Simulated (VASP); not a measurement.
# SiO2 (P6_222) in VASP: further runs

Aim: see how the results for SiO2 move with the level of theory and the settings. Levels: PBE, r2SCAN. Tasks: single point.

Everything below comes from runs of VASP 6.6.1. Logs are shortened: lines on timing, memory, paths and dates and some standing lists are left out, and cuts for length are marked.

## (1) The cell of the first run

The structure is hexagonal, space group P6_222 (No. 180). Conventional cell: a = 5.059 Å, b = 5.059 Å, c = 5.541 Å, α = 90.00°, β = 90.00°, γ = 120.00°. Within 2.1 Å of Si (site symmetry 222) lie 4 O at 1.61 Å. O (site symmetry 2) has 2 Si at 1.61 Å within 2.1 Å.

## (2) Single point, PBE

INCAR reads:

```
  ALGO = Normal
  EDIFF = 1E-6
  ENCUT = 520
  GGA = PE
  ISIF = 2
  ISMEAR = 0
  LASPH = True
  LCHARG = False
  LREAL = False
  LWAVE = False
  NBANDS = 34
  NELM = 80
  PREC = Accurate
  SIGMA = 0.01
```

KPOINTS reads:

```
k-points
0
Gamma
  6 6 6
```

POSCAR reads:

```
SiO2
1.0
    5.0590584133      0.0000000000      0.0000000000
   -2.5295292067      4.3812731051      0.0000000000
    0.0000000000      0.0000000000      5.5410361447
Si O
3 6
Direct
    0.5000000000      0.5000000000      0.3333333333
    0.0000000000      0.5000000000      0.6666666667
    0.5000000000      0.0000000000      0.0000000000
    0.2082404179      0.7917595821      0.8333333333
    0.4164808359      0.2082404179      0.1666666667
    0.2082404179      0.4164808359      0.5000000000
    0.7917595821      0.2082404179      0.8333333333
    0.5835191641      0.7917595821      0.1666666667
    0.7917595821      0.5835191641      0.5000000000
```

Potentials or basis: VASP PAW PBE potentials, release 64 (Si, O).

On the command line:

```sh
> cat potpaw_PBE.64/Si/POTCAR potpaw_PBE.64/O/POTCAR > POTCAR
> mpirun -np 1 vasp_std > vasp.out
```

OUTCAR:

```text
EDIFF = 1E-6
   ENCUT = 520
   GGA = PE
   ISIF = 2
   ISMEAR = 0
   LASPH = True
   LREAL = False
   NELM = 80
   PREC = Accurate

 ion  position               nearest neighbor table
   1  0.500  0.500  0.333-   5 1.61   8 1.61   6 1.61   9 1.61   3 3.13   3 3.13   2 3.13   2 3.13

   2  0.000  0.500  0.667-   4 1.61   7 1.61   6 1.61   9 1.61   3 3.13   3 3.13   1 3.13   1 3.13

   3  0.500  0.000  0.000-   5 1.61   8 1.61   7 1.61   4 1.61   2 3.13   2 3.13   1 3.13   1 3.13

   4  0.208  0.792  0.833-   2 1.61   3 1.61
   5  0.416  0.208  0.167-   3 1.61   1 1.61
   6  0.208  0.416  0.500-   2 1.61   1 1.61
   7  0.792  0.208  0.833-   2 1.61   3 1.61
   8  0.584  0.792  0.167-   3 1.61   1 1.61
   9  0.792  0.584  0.500-   2 1.61   1 1.61

  LATTYP: Found a hexagonal cell.
 ALAT       =     5.0590584133
 C/A-ratio  =     1.0952702444

  Lattice vectors:

 A1 = (   5.0590584133,   0.0000000000,   0.0000000000)
 A2 = (  -2.5295292067,   4.3812731051,   0.0000000000)
 A3 = (   0.0000000000,   0.0000000000,   5.5410361447)

Analysis of symmetry for initial positions (statically):
=====================================================================
 Subroutine PRICEL returns:
 Original cell was already a primitive cell.

 Routine SETGRP: Setting up the symmetry group for a
 hexagonal supercell.

 Subroutine GETGRP returns: Found 12 space group operations
 (whereof  4 operations were pure point group operations)
 out of a pool of 24 trial point group operations.

The static configuration has the point symmetry D_2 .
 The point group associated with its full space group is D_6 .

Analysis of symmetry for dynamics (positions and initial velocities):
=====================================================================
 Subroutine PRICEL returns:
 Original cell was already a primitive cell.

 Routine SETGRP: Setting up the symmetry group for a
 hexagonal supercell.

 Subroutine GETGRP returns: Found 12 space group operations
 (whereof  4 operations were pure point group operations)
 out of a pool of 24 trial point group operations.

The dynamic configuration has the point symmetry D_2 .
 The point group associated with its full space group is D_6 .

 Subroutine INISYM returns: Found 12 space group operations
 (whereof  4 operations are pure point group operations),
 and found     1 'primitive' translations

----------------------------------------------------------------------------------------

                                     Primitive cell

  volume of cell :     122.8177

  direct lattice vectors                    reciprocal lattice vectors
     5.059058413  0.000000000  0.000000000     0.197665241  0.114122080  0.000000000
    -2.529529207  4.381273105  0.000000000     0.000000000  0.228244160  0.000000000
     0.000000000  0.000000000  5.541036145     0.000000000  0.000000000  0.180471662

  length of vectors
     5.059058413  5.059058413  5.541036145     0.228244160  0.228244160  0.180471662

  position of ions in fractional coordinates (direct lattice)
     0.500000000  0.500000000  0.333333333
     0.000000000  0.500000000  0.666666667
     0.500000000  0.000000000  0.000000000
     0.208240418  0.791759582  0.833333333
     0.416480836  0.208240418  0.166666667
     0.208240418  0.416480836  0.500000000
     0.791759582  0.208240418  0.833333333
     0.583519164  0.791759582  0.166666667
     0.791759582  0.583519164  0.500000000

  ion indices of the primitive-cell ions
   primitive index   ion index
                 1           1
                 2           2
                 3           3
                 4           4
                 5           5
                 6           6
                 7           7
                 8           8
                 9           9

----------------------------------------------------------------------------------------

 KPOINTS: k-points

Automatic generation of k-mesh.
 Grid dimensions read from file:
 generate k-points for:    6    6    6

 Generating k-lattice:

  Cartesian coordinates                     Fractional coordinates (reciprocal lattice)
     0.032944207  0.019020347  0.000000000     0.166666667  0.000000000  0.000000000
     0.000000000  0.038040693  0.000000000     0.000000000  0.166666667  0.000000000
     0.000000000  0.000000000  0.030078610     0.000000000  0.000000000  0.166666667

  Length of vectors
     0.038040693  0.038040693  0.030078610

  Shift w.r.t. Gamma in fractional coordinates (k-lattice)
     0.000000000  0.000000000  0.000000000

 Subroutine IBZKPT returns following result:
 ===========================================

 Found     28 irreducible k-points:

 Following reciprocal coordinates:
            Coordinates               Weight
  0.000000  0.000000  0.000000      1.000000
  0.166667 -0.000000  0.000000      6.000000
  0.333333 -0.000000  0.000000      6.000000
  0.500000 -0.000000  0.000000      3.000000
  0.166667  0.166667  0.000000      6.000000
  0.333333  0.166667  0.000000     12.000000
[... 16 lines left out ...]
  0.166667 -0.000000  0.500000      6.000000
  0.333333 -0.000000  0.500000      6.000000
 [... further k-points ...]
   k-points           NKPTS =     28   k-points in BZ     NKDIM =     28   number of bands    NBANDS=     34
   number of dos      NEDOS =    301   number of ions     NIONS =      9
   total plane-waves  NPLWV =  67200
   dimension x,y,z NGX =    40 NGY =   40 NGZ =   42
   dimension x,y,z NGXF=    80 NGYF=   80 NGZF=   84
   ions per type =               3   6
   NGX,Y,Z   is equivalent  to a cutoff of  13.14, 13.14, 12.60 a.u.
   NGXF,Y,Z  is equivalent  to a cutoff of  26.29, 26.29, 25.20 a.u.
 SYSTEM =  unknown system
   PREC   = accura    normal or accurate (medium, high low for compatibility)
   ISTART =      0    job   : 0-new  1-cont  2-samecut
   ICHARG =      2    charge: 1-file 2-atom 10-const
   ISPIN  =      1    spin polarized calculation?
   LNONCOLLINEAR =      F non collinear calculations
   LSORBIT =      F    spin-orbit coupling
   LASPH  =      T    aspherical Exc in radial PAW
   ENCUT  =  520.0 eV  38.22 Ry    6.18 a.u.   9.41  9.41 10.30*2*pi/ulx,y,z
   NELM   =     80;   NELMIN=  2; NELMDL= -5     # of ELM steps
   EDIFF  = 0.1E-05   stopping-criterion for ELM
   LREAL  =      F    real-space projection
   EDIFFG = 0.1E-04   stopping-criterion for IOM
   NSW    =      0    number of steps for IOM
   IBRION =     -1    ionic relax: 0-MD 1-quasi-New 2-CG
   NFREE  =      0    steps in history (QN), initial steepest desc. (CG)
   ISIF   =      2    stress and relaxation
   ISYM   =      2    0-nonsym 1-usesym 2-fastsym
   POTIM  = 0.5000    time-step for ionic-motion
   TEBEG  =    0.0;   TEEND  =   0.0 temperature during run
   PSTRESS=    0.0 pullay stress
   NELECT =      48.0000    total number of electrons
   NUPDOWN=      -1.0000    fix difference up-down
   EMIN   =  10.00;   EMAX   =-10.00  energy-range for DOS
   EFERMI =   0.00;   METHOD = LEGACY
   ISMEAR =     0;   SIGMA  =   0.01  broadening in eV -4-tet -1-fermi 0-gaus
   EFERMI_NEDOS =   21; number of points for ismear=-14 and -15
   IALGO  =     38    algorithm
   IMIX   =      4    mixing-type and parameters
     AMIX     =   0.40;   BMIX     =  1.00
     AMIX_MAG =   1.60;   BMIX_MAG =  1.00
  volume/ion in A,a.u.               =      13.65        92.09
  Fermi-wavevector in a.u.,A,eV,Ry     =   1.196929  2.261867 19.492224  1.432638
  Thomas-Fermi vector in A             =   2.332856
   LORBIT       =      0    0 simple, 1 ext, 2 COOP (PROOUT), +10 PAW based schemes
   GGA     = PE    functional components
   LHFCALC =     F    Hartree Fock is set to
   AEXX    =    0.0000 exact exchange contribution
   IVDW    =     0    specifies the selected vdW correction
   LEPSILON=     F    determine dielectric tensor
   LRPA    =     F    only Hartree local field effects (RPA)
 non-spin polarized calculation
 Gauss-broadening in eV      SIGMA  =   0.01
  energy-cutoff  :      520.00
  volume of cell :      122.82
 maximum number of plane-waves:      3344
 NGX is ok and might be reduce to    40
   NGX = 19   NGY = 19   NGZ = 21

 number of electron      47.9999975 magnetization

 Free energy of the ion-electron system (eV)
  ---------------------------------------------------
  ext. energy  EPLUGINS =         0.00000000
  ---------------------------------------------------
  free energy    TOTEN  =       -71.06996904 eV

  energy without entropy =      -71.06996904  energy(sigma->0) =      -71.06996904

 E-fermi :   0.6275     XC(G=0):  -8.7179

 val. band max:        0.5295705831   @ k =   0.5000  -0.0000   0.0000
 cond. band min:       6.2482920801   @ k =   0.0000   0.0000   0.0000
 fundamental gap:      5.7187214970
 Fermi energy:         0.6275004692

 k-point     1 :       0.0000    0.0000    0.0000
  band No.  band energies     occupation
      1     -18.9005      2.00000
      2     -17.4412      2.00000
      3     -17.4412      2.00000
      4     -16.8397      2.00000
      5     -16.7954      2.00000
      6     -16.7954      2.00000
[... 26 lines left out ...]
     33      13.6847      0.00000
     34      13.6880      0.00000

 k-point     2 :       0.1667   -0.0000    0.0000
  band No.  band energies     occupation
      1     -18.8263      2.00000
      2     -17.5433      2.00000
      3     -17.4359      2.00000
      4     -16.8387      2.00000
      5     -16.8055      2.00000
      6     -16.8020      2.00000
[... 26 lines left out ...]
     33      13.4834      0.00000
     34      13.8509      0.00000
[... 775 lines left out ...]
     33      12.3690      0.00000
     34      12.5962      0.00000

 k-point    24 :       0.3333   -0.0000    0.5000
  band No.  band energies     occupation
      1     -18.4280      2.00000
      2     -18.1750      2.00000
      3     -17.2594      2.00000
      4     -16.8374      2.00000
      5     -16.8190      2.00000
      6     -16.8031      2.00000
[... 26 lines left out ...]
     33      12.2613      0.00000
     34      12.4708      0.00000

 [... further k-points ...]

------------------------ aborting loop because EDIFF is reached ----------------------------------------

  FORCE on cell =-STRESS in cart. coord.  units (eV):
  Direction    XX          YY          ZZ          XY          YZ          ZX
  --------------------------------------------------------------------------------------
  -------------------------------------------------------------------------------------
  Total        3.8526658      3.8526657      3.8369115     -0.0000000      0.0000000     -0.0000000
  in kB       50.2586608     50.2586608     50.0531445     -0.0000000      0.0000000     -0.0000000
  external PRESSURE =      50.1901554 kB  Pullay stress =       0.0000000 kB

 VOLUME and BASIS-vectors are now :
 -----------------------------------------------------------------------------
  energy-cutoff  :      520.00
  volume of cell :      122.82
      direct lattice vectors                 reciprocal lattice vectors
     5.059058413  0.000000000  0.000000000     0.197665241  0.114122080  0.000000000
    -2.529529207  4.381273105  0.000000000     0.000000000  0.228244160  0.000000000
     0.000000000  0.000000000  5.541036145     0.000000000  0.000000000  0.180471662

 POSITION                                       TOTAL-FORCE (eV/Angst)
 -----------------------------------------------------------------------------------
      1.26476      2.19064      1.84701         0.000000     -0.000000      0.000000
     -1.26476      2.19064      3.69402         0.000000     -0.000000      0.000000
      2.52953      0.00000      0.00000         0.000000     -0.000000      0.000000
     -0.94928      3.46891      4.61753        -0.179891      0.103860     -0.000000
      1.58025      0.91236      0.92351        -0.179891     -0.103860     -0.000000
     -0.00000      1.82472      2.77052         0.000000     -0.207720      0.000000
      3.47881      0.91236      4.61753         0.179891     -0.103860     -0.000000
      0.94928      3.46891      0.92351         0.179891      0.103860      0.000000
      2.52953      2.55656      2.77052        -0.000000      0.207720      0.000000
 -----------------------------------------------------------------------------------
    total drift:                               -0.000000      0.000000      0.000001

  FREE ENERGIE OF THE ION-ELECTRON SYSTEM (eV)
  ---------------------------------------------------
  free  energy   TOTEN  =       -71.0699690390 eV

  energy  without entropy=      -71.0699690390  energy(sigma->0) =      -71.06996904
```

It took 44 s on 1 thread of Intel Xeon 6975P-C (Granite Rapids), shared host; peak memory 0.27 GiB.

What came out:

- Free energy: -71.0700 eV
- Pressure: 5.0 GPa
- Largest force: 0.208 eV/Å
- Band gap on the k mesh: 5.72 eV (least direct gap 5.91 eV)

Forces on the atoms (eV/Å):
```
Si   0.000  0.000  0.000
Si   0.000  0.000  0.000
Si   0.000  0.000  0.000
O   -0.180  0.104  0.000
O   -0.180 -0.104  0.000
O    0.000 -0.208  0.000
O    0.180 -0.104  0.000
O    0.180  0.104  0.000
O    0.000  0.208  0.000
```

Levels at points of the mesh, in eV from the valence-band top:
```
           k point  band 20  band 21  band 22  band 23  band 24  band 25  band 26  band 27  band 28  band 29
(0.00, 0.00, 0.00)    -0.99    -0.99    -0.46    -0.46    -0.19     5.72     8.99     8.99     9.24     9.24
(0.50, 0.00, 0.00)    -1.18    -1.15    -1.00    -0.35     0.00     7.77     8.60     9.67     9.71     9.71
(0.00, 0.00, 0.50)    -1.83    -1.15    -0.29     0.00     0.00     7.55     7.55     8.50     9.81     9.81
(0.50, 0.00, 0.50)    -1.32    -0.92    -0.73    -0.69    -0.34     8.63     9.13     9.31     9.47     9.85
```

Caveat: the cell stands under pressure. A k mesh can miss the band edges.

## (3) Single point, r2SCAN (12.83 Å³/atom)

This run uses another cell than the first one, of 12.83 Å³/atom.

POSCAR, as its differences from that of step 2:

```diff
@@ -2,5 +2,5 @@
 1.0
-    5.0590584133      0.0000000000      0.0000000000
-   -2.5295292067      4.3812731051      0.0000000000
-    0.0000000000      0.0000000000      5.5410361447
+    4.9557833448      0.0000000000      0.0000000000
+   -2.4778916724      4.2918342723      0.0000000000
+    0.0000000000      0.0000000000      5.4279220353
 Si O
```

INCAR.step1 reads:

```
SYSTEM = SiO2
PREC = Accurate
ENCUT = 520
ISMEAR = 0
SIGMA = 0.01
LREAL = .FALSE.
LASPH = .TRUE.
NELM = 60
NBANDS = 34
GGA = PE
ALGO = Normal
EDIFF = 1E-4
LWAVE = .TRUE.
LCHARG = .FALSE.
```

INCAR.step2 reads:

```
SYSTEM = SiO2
PREC = Accurate
ENCUT = 520
EDIFF = 1E-7
ISMEAR = 0
SIGMA = 0.01
LREAL = .FALSE.
LASPH = .TRUE.
NELM = 60
ALGO = Normal
ISIF = 2
LWAVE = .FALSE.
LCHARG = .FALSE.
METAGGA = R2SCAN
LMIXTAU = .TRUE.
NBANDS = 34
ISTART = 1
```

KPOINTS reads:

```
regular mesh
0
G
  6 6 4
  0 0 0
```

Potentials or basis: VASP PAW PBE potentials, release 64 (Si, O).

On the command line:

```sh
> cat potpaw_PBE.64/Si/POTCAR potpaw_PBE.64/O/POTCAR > POTCAR
> cp INCAR.step1 INCAR
> mpirun -np 1 vasp_std > vasp.out
> cp INCAR.step2 INCAR
> mpirun -np 1 vasp_std > vasp.out
```

Run time: 2 min. Hardware: 1 thread of Intel Xeon 6975P-C (Granite Rapids), shared host; peak memory 0.27 GiB.

It converged, with:

```
Free energy            : -89.0447 eV
Pressure               : 13.5 GPa
Largest force          : 0.533 eV/Å
Band gap on the k mesh : 6.58 eV (least direct gap 6.78 eV)
```

Forces in eV/Å, atoms in the order of the input:
```
Si   0.000  0.000  0.000
Si   0.000  0.000  0.000
Si   0.000  0.000  0.000
O   -0.462  0.267  0.000
O   -0.462 -0.267  0.000
O    0.000 -0.533  0.000
O    0.462 -0.267  0.000
O    0.462  0.267  0.000
O    0.000  0.533  0.000
```

Stress tensor (GPa, compression positive):
```
13.47  0.00  0.00
 0.00 13.47  0.00
 0.00  0.00 13.61
```

Levels at points of the mesh, in eV from the valence-band top:
```csv
k point,band 22,band 23,band 24,band 25,band 26,band 27
"(0.00, 0.00, 0.00)",-0.51,-0.51,-0.21,6.58,10.03,10.03
"(0.50, 0.00, 0.00)",-1.10,-0.38,0.00,8.73,9.63,10.68
"(0.00, 0.00, 0.50)",-0.29,-0.01,-0.01,8.49,8.49,9.42
"(0.50, 0.00, 0.50)",-0.79,-0.74,-0.38,9.97,10.15,10.56
```

Caveat: the cell stands under pressure; the PAW data sets were made with another functional, which shifts forces and pressure a little. A k mesh can miss the band edges.

[end of part 1 of 2]
